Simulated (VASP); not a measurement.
# Al (Fm-3m) in VASP: further runs

Al is run at these levels: PBE; tasks: single point.

Program: VASP 6.6.1. These are calculated values, not measurements. Logs are shortened: lines on timing, memory, paths and dates and some standing lists are left out, and cuts for length are marked.

## 1. The cell of the first run

The structure is cubic, space group Fm-3m (No. 225). Conventional cell: a = 4.050 Å, b = 4.050 Å, c = 4.050 Å, α = 90.00°, β = 90.00°, γ = 90.00°. Al (site symmetry m-3m) has 12 Al at 2.86 Å within 3.8 Å.

## 2. Single point, PBE

The input, INCAR:

```
  PREC = Accurate
  ENCUT = 520
  EDIFF = 1E-6
  ISMEAR = 0
  SIGMA = 0.011
  LREAL = F
  LASPH = T
  NELM = 60
  ALGO = Normal
  ISIF = 2
  LWAVE = F
  LCHARG = F
  GGA = PE
  NBANDS = 8
```

The input, KPOINTS:

```
regular mesh
0
Gamma
  11 11 11
```

The input, POSCAR:

```
Al
1.0
    0.0000000000      2.0248050000      2.0248050000
    2.0248050000      0.0000000000      2.0248050000
    2.0248050000      2.0248050000      0.0000000000
Al
1
Direct
    0.0000000000      0.0000000000      0.0000000000
```

Potentials or basis: VASP PAW PBE potentials, release 64 (Al).

Started as:

```sh
cat potpaw_PBE.64/Al/POTCAR > POTCAR
mpirun -np 1 vasp_std > vasp.out
```

OUTCAR:

```text
PREC = Accurate
   ENCUT = 520
   EDIFF = 1E-6
   ISMEAR = 0
   LREAL = F
   LASPH = T
   NELM = 60
   ISIF = 2
   GGA = PE

 ion  position               nearest neighbor table
   1  0.000  0.000  0.000-

  LATTYP: Found a face centered cubic cell.
 ALAT       =     4.0496100000

  Lattice vectors:

 A1 = (   0.0000000000,   2.0248050000,   2.0248050000)
 A2 = (   2.0248050000,   0.0000000000,   2.0248050000)
 A3 = (   2.0248050000,   2.0248050000,   0.0000000000)

Analysis of symmetry for initial positions (statically):
=====================================================================
 Subroutine PRICEL returns:
 Original cell was already a primitive cell.

 Routine SETGRP: Setting up the symmetry group for a
 face centered cubic supercell.

 Subroutine GETGRP returns: Found 48 space group operations
[... 9 lines left out ...]

 Routine SETGRP: Setting up the symmetry group for a
 face centered cubic supercell.

 Subroutine GETGRP returns: Found 48 space group operations
 (whereof 48 operations were pure point group operations)
 out of a pool of 48 trial point group operations.

The dynamic configuration has the point symmetry O_h .

 Subroutine INISYM returns: Found 48 space group operations
 (whereof 48 operations are pure point group operations),
 and found     1 'primitive' translations

----------------------------------------------------------------------------------------

                                     Primitive cell

  volume of cell :      16.6027

  direct lattice vectors                    reciprocal lattice vectors
     0.000000000  2.024805000  2.024805000    -0.246937359  0.246937359  0.246937359
     2.024805000  0.000000000  2.024805000     0.246937359 -0.246937359  0.246937359
     2.024805000  2.024805000  0.000000000     0.246937359  0.246937359 -0.246937359

  length of vectors
     2.863506692  2.863506692  2.863506692     0.427708053  0.427708053  0.427708053

  position of ions in fractional coordinates (direct lattice)
     0.000000000  0.000000000  0.000000000

  ion indices of the primitive-cell ions
   primitive index   ion index
                 1           1

----------------------------------------------------------------------------------------

 KPOINTS: regular mesh

Automatic generation of k-mesh.
 Grid dimensions read from file:
 generate k-points for:   11   11   11

 Generating k-lattice:

  Cartesian coordinates                     Fractional coordinates (reciprocal lattice)
    -0.022448851  0.022448851  0.022448851     0.090909091  0.000000000  0.000000000
     0.022448851 -0.022448851  0.022448851     0.000000000  0.090909091  0.000000000
     0.022448851  0.022448851 -0.022448851     0.000000000  0.000000000  0.090909091

  Length of vectors
     0.038882550  0.038882550  0.038882550

  Shift w.r.t. Gamma in fractional coordinates (k-lattice)
     0.000000000  0.000000000  0.000000000

 Subroutine IBZKPT returns following result:
 ===========================================

 Found     56 irreducible k-points:

 Following reciprocal coordinates:
            Coordinates               Weight
  0.000000  0.000000  0.000000      1.000000
  0.090909  0.000000  0.000000      8.000000
  0.181818  0.000000  0.000000      8.000000
  0.272727  0.000000  0.000000      8.000000
  0.363636  0.000000  0.000000      8.000000
  0.454545  0.000000  0.000000      8.000000
[... 16 lines left out ...]
 -0.272727  0.181818  0.000000     24.000000
 -0.181818  0.181818  0.000000     12.000000
 [... further k-points ...]
   k-points           NKPTS =     56   k-points in BZ     NKDIM =     56   number of bands    NBANDS=      8
   number of dos      NEDOS =    301   number of ions     NIONS =      1
   total plane-waves  NPLWV =  13824
   dimension x,y,z NGX =    24 NGY =   24 NGZ =   24
   dimension x,y,z NGXF=    48 NGYF=   48 NGZF=   48
   ions per type =               1
   NGX,Y,Z   is equivalent  to a cutoff of  13.93, 13.93, 13.93 a.u.
   NGXF,Y,Z  is equivalent  to a cutoff of  27.87, 27.87, 27.87 a.u.
 SYSTEM =  unknown system
   PREC   = accura    normal or accurate (medium, high low for compatibility)
   ISTART =      0    job   : 0-new  1-cont  2-samecut
   ICHARG =      2    charge: 1-file 2-atom 10-const
   ISPIN  =      1    spin polarized calculation?
   LNONCOLLINEAR =      F non collinear calculations
   LSORBIT =      F    spin-orbit coupling
   LASPH  =      T    aspherical Exc in radial PAW
   ENCUT  =  520.0 eV  38.22 Ry    6.18 a.u.   5.32  5.32  5.32*2*pi/ulx,y,z
   NELM   =     60;   NELMIN=  2; NELMDL= -5     # of ELM steps
   EDIFF  = 0.1E-05   stopping-criterion for ELM
   LREAL  =      F    real-space projection
   EDIFFG = 0.1E-04   stopping-criterion for IOM
   NSW    =      0    number of steps for IOM
   IBRION =     -1    ionic relax: 0-MD 1-quasi-New 2-CG
   NFREE  =      0    steps in history (QN), initial steepest desc. (CG)
   ISIF   =      2    stress and relaxation
   ISYM   =      2    0-nonsym 1-usesym 2-fastsym
   POTIM  = 0.5000    time-step for ionic-motion
   TEBEG  =    0.0;   TEEND  =   0.0 temperature during run
   PSTRESS=    0.0 pullay stress
   NELECT =       3.0000    total number of electrons
   NUPDOWN=      -1.0000    fix difference up-down
   EMIN   =  10.00;   EMAX   =-10.00  energy-range for DOS
   EFERMI =   0.00;   METHOD = LEGACY
   ISMEAR =     0;   SIGMA  =   0.01  broadening in eV -4-tet -1-fermi 0-gaus
   EFERMI_NEDOS =   21; number of points for ismear=-14 and -15
   IALGO  =     38    algorithm
   IMIX   =      4    mixing-type and parameters
     AMIX     =   0.40;   BMIX     =  1.00
     AMIX_MAG =   1.60;   BMIX_MAG =  1.00
  volume/ion in A,a.u.               =      16.60       112.04
  Fermi-wavevector in a.u.,A,eV,Ry     =   0.925526  1.748991 11.654733  0.856599
  Thomas-Fermi vector in A             =   2.051390
   LORBIT       =      0    0 simple, 1 ext, 2 COOP (PROOUT), +10 PAW based schemes
   GGA     = PE    functional components
   LHFCALC =     F    Hartree Fock is set to
   AEXX    =    0.0000 exact exchange contribution
   IVDW    =     0    specifies the selected vdW correction
   LEPSILON=     F    determine dielectric tensor
   LRPA    =     F    only Hartree local field effects (RPA)
 non-spin polarized calculation
 Gauss-broadening in eV      SIGMA  =   0.01
  energy-cutoff  :      520.00
  volume of cell :       16.60
 maximum number of plane-waves:       459
 NGX is ok and might be reduce to    24
   NGX = 11   NGY = 11   NGZ = 11

 number of electron       3.0000000 magnetization

 Free energy of the ion-electron system (eV)
  ---------------------------------------------------
  ext. energy  EPLUGINS =         0.00000000
  ---------------------------------------------------
  free energy    TOTEN  =        -3.75254789 eV

  energy without entropy =       -3.75240601  energy(sigma->0) =       -3.75247695

 E-fermi :   7.9602     XC(G=0): -10.1746

 val. band max:        7.9411565566   @ k =  -0.4545   0.3636   0.0000
 cond. band min:       7.9679871306   @ k =   0.4545   0.1818   0.0909
 fundamental gap:      0.0268305740
 Fermi energy:         7.9602450544

 k-point     1 :       0.0000    0.0000    0.0000
  band No.  band energies     occupation
      1      -3.1566      2.00000
      2      20.5197      0.00000
      3      20.5197      0.00000
      4      20.5197      0.00000
      5      21.9646      0.00000
      6      21.9646      0.00000
      7      21.9646      0.00000
      8      24.3551      0.00000

 k-point     2 :       0.0909    0.0000    0.0000
  band No.  band energies     occupation
      1      -2.9329      2.00000
      2      17.5986      0.00000
      3      19.8713      0.00000
      4      19.8713      0.00000
      5      22.6423      0.00000
      6      22.9510      0.00000
      7      22.9510      0.00000
      8      26.1755      0.00000

 k-point     3 :       0.1818    0.0000    0.0000
  band No.  band energies     occupation
      1      -2.2641      2.00000
      2      13.9562      0.00000
      3      19.1379      0.00000
      4      19.1379      0.00000
      5      22.4109      0.00000
      6      23.7737      0.00000
      7      23.7737      0.00000
      8      25.2901      0.00000

 k-point     4 :       0.2727    0.0000    0.0000
  band No.  band energies     occupation
      1      -1.1562      2.00000
      2      10.5340      0.00000
      3      18.7290      0.00000
      4      18.7290      0.00000
      5      22.1997      0.00000
      6      22.2321      0.00000
      7      22.2321      0.00000
      8      26.2195      0.00000

 k-point     5 :       0.3636    0.0000    0.0000
  band No.  band energies     occupation
      1       0.3807      2.00000
      2       7.4337      2.00000
      3      18.6850      0.00000
      4      18.6850      0.00000
      5      20.8044      0.00000
      6      20.8044      0.00000
      7      22.2710      0.00000
      8      24.7325      0.00000
[... 177 lines left out ...]
 k-point    22 :      -0.3636    0.1818    0.0000
  band No.  band energies     occupation
      1       2.4034      2.00000
      2       6.2941      2.00000
      3      12.5983      0.00000
      4      16.9583      0.00000
      5      18.8521      0.00000
      6      23.3352      0.00000
      7      25.9461      0.00000
      8      28.8948      0.00000

 k-point    23 :      -0.2727    0.1818    0.0000
  band No.  band energies     occupation
      1       0.5987      2.00000
      2       9.0783      0.00000
      3      12.4608      0.00000
      4      18.1721      0.00000
      5      20.1505      0.00000
      6      23.1104      0.00000
      7      25.5016      0.00000
      8      26.0369      0.00000

 k-point    24 :      -0.1818    0.1818    0.0000
  band No.  band energies     occupation
      1      -0.7888      2.00000
      2      11.7508      0.00000
      3      13.1864      0.00000
      4      19.7502      0.00000
      5      21.7725      0.00000
      6      22.8292      0.00000
      7      23.9310      0.00000
      8      24.8730      0.00000

 [... further k-points ...]
[... 5 lines left out ...]
  --------------------------------------------------------------------------------------
  -------------------------------------------------------------------------------------
  Total       -0.0575652     -0.0575652     -0.0575652      0.0000000     -0.0000000     -0.0000000
  in kB       -5.5550862     -5.5550862     -5.5550862      0.0000000     -0.0000000     -0.0000000
  external PRESSURE =      -5.5550862 kB  Pullay stress =       0.0000000 kB

 VOLUME and BASIS-vectors are now :
 -----------------------------------------------------------------------------
  energy-cutoff  :      520.00
  volume of cell :       16.60
      direct lattice vectors                 reciprocal lattice vectors
     0.000000000  2.024805000  2.024805000    -0.246937359  0.246937359  0.246937359
     2.024805000  0.000000000  2.024805000     0.246937359 -0.246937359  0.246937359
     2.024805000  2.024805000  0.000000000     0.246937359  0.246937359 -0.246937359

 POSITION                                       TOTAL-FORCE (eV/Angst)
 -----------------------------------------------------------------------------------
      0.00000      0.00000      0.00000         0.000000     -0.000000      0.000000
 -----------------------------------------------------------------------------------
    total drift:                                0.000000     -0.000000     -0.000000

  FREE ENERGIE OF THE ION-ELECTRON SYSTEM (eV)
  ---------------------------------------------------
  free  energy   TOTEN  =        -3.7525478926 eV

  energy  without entropy=       -3.7524060058  energy(sigma->0) =       -3.75247695
```

It took 4.6 s on 1 thread of Intel Xeon Platinum 8375C at 2.90GHz (Ice Lake), shared host; peak memory 0.13 GiB.

Results:

| Item | Value |
| --- | --- |
| Free energy | -3.7525 eV |
| Pressure | -0.6 GPa |

## 3. Single point, PBE

The input, INCAR:

```
SYSTEM = Al
  PREC = Accurate
  ENCUT = 520
  EDIFF = 1E-7
  ISMEAR = 0
  SIGMA = 0.018000000000000002
  LREAL = .FALSE.
  LASPH = .TRUE.
  NELM = 100
  ALGO = Normal
  ISIF = 2
  LWAVE = .FALSE.
  LCHARG = .FALSE.
  GGA = PE
  NBANDS = 8
```

The input, KPOINTS:

```
regular mesh
0
G
  11 11 11
  0 0 0
```

POSCAR is that of step 2.

Potentials or basis: VASP PAW PBE potentials, release 64 (Al).

Started as:

```sh
cat potpaw_PBE.64/Al/POTCAR > POTCAR
mpirun -np 1 vasp_std > vasp.out
```

It took 5 s on 1 thread of Intel Xeon Platinum 8375C at 2.90GHz (Ice Lake), shared host; peak memory 0.13 GiB.

Results (log left out):

```yaml
Free_energy: -3.7527 eV
Pressure: -0.5 GPa
```

Levels at points of the mesh, in eV from the Fermi level:
```
           k point  band 1  band 2  band 3  band 4  band 5
(0.00, 0.00, 0.00)  -11.11   12.56   12.56   12.56   14.01
```

## 4. Single point, PBE

The input, INCAR:

```
ALGO = Normal
EDIFF = 1E-6
ENCUT = 520
GGA = PE
ISIF = 2
ISMEAR = 0
LASPH = True
LCHARG = False
LREAL = False
LWAVE = False
NBANDS = 8
NELM = 100
PREC = Accurate
SIGMA = 0.02
```

The input, KPOINTS:

```
k-points
0
Gamma
  11 11 11
```

POSCAR is that of step 3.

Potentials or basis: VASP PAW PBE potentials, release 64 (Al).

Started as:

```sh
cat potpaw_PBE.64/Al/POTCAR > POTCAR
mpirun -np 1 vasp_std > vasp.out
```

OUTCAR:

```text
EDIFF = 1E-6
   ENCUT = 520
   GGA = PE
   ISIF = 2
   ISMEAR = 0
   LASPH = True
   LREAL = False
   NELM = 100
   PREC = Accurate

 ion  position               nearest neighbor table
   1  0.000  0.000  0.000-

  LATTYP: Found a face centered cubic cell.
 ALAT       =     4.0496100000

  Lattice vectors:

 A1 = (   0.0000000000,   2.0248050000,   2.0248050000)
 A2 = (   2.0248050000,   0.0000000000,   2.0248050000)
 A3 = (   2.0248050000,   2.0248050000,   0.0000000000)

Analysis of symmetry for initial positions (statically):
[... 434 lines left out ...]
      1      -0.7887      2.00000
      2      11.7510      0.00000
      3      13.1865      0.00000
      4      19.7504      0.00000
      5      21.7726      0.00000
      6      22.8294      0.00000
      7      23.9312      0.00000
      8      24.8732      0.00000

 [... further k-points ...]
[... 5 lines left out ...]
  --------------------------------------------------------------------------------------
  -------------------------------------------------------------------------------------
  Total       -0.0550539     -0.0550539     -0.0550539     -0.0000000     -0.0000000      0.0000000
  in kB       -5.3127439     -5.3127439     -5.3127439     -0.0000000     -0.0000000      0.0000000
  external PRESSURE =      -5.3127439 kB  Pullay stress =       0.0000000 kB

 VOLUME and BASIS-vectors are now :
 -----------------------------------------------------------------------------
  energy-cutoff  :      520.00
  volume of cell :       16.60
      direct lattice vectors                 reciprocal lattice vectors
     0.000000000  2.024805000  2.024805000    -0.246937359  0.246937359  0.246937359
     2.024805000  0.000000000  2.024805000     0.246937359 -0.246937359  0.246937359
     2.024805000  2.024805000  0.000000000     0.246937359  0.246937359 -0.246937359

 POSITION                                       TOTAL-FORCE (eV/Angst)
 -----------------------------------------------------------------------------------
      0.00000      0.00000      0.00000         0.000000     -0.000000      0.000000
 -----------------------------------------------------------------------------------
    total drift:                                0.000000     -0.000000     -0.000000

  FREE ENERGIE OF THE ION-ELECTRON SYSTEM (eV)
  ---------------------------------------------------
  free  energy   TOTEN  =        -3.7526979178 eV

  energy  without entropy=       -3.7522882449  energy(sigma->0) =       -3.75249308
```

stdout:

```text
POSCAR found type information on POSCAR Al
 POSCAR found :  1 types and       1 ions
 scaLAPACK will be used
 LDA part: xc-table for (Slater+PW92), standard interpolation
 POSCAR, INCAR and KPOINTS ok, starting setup
 FFT: planning ... GRIDC
 FFT: planning ... GRID_SOFT
 FFT: planning ... GRID
 WAVECAR not read
 entering main loop
```

It took 4.2 s on 1 thread of Intel Xeon Platinum 8375C at 2.90GHz (Ice Lake), shared host; peak memory 0.13 GiB.

What came out:

| Item | Value |
| --- | --- |
| Free energy | -3.7527 eV |
| Pressure | -0.5 GPa |

## 5. Summary

| smearing | gap on the mesh (eV) | pressure (GPa) |
| --- | --- | --- |
| gaussian 0.011 eV | none | -0.6 |
| gaussian 0.018 eV | none | -0.5 |
| gaussian 0.02 eV | none | -0.5 |

Alike in all rows: task single point; level PBE; potentials or basis VASP PAW PBE potentials, release 64 (Al); no spin polarisation; cell as given; k mesh 11 × 11 × 11; cutoff (eV) 520.

Every run on the cell as given and a fine mesh finds a metal.

Total energies depend on the potentials used, so only differences within one code and one set of settings carry meaning.
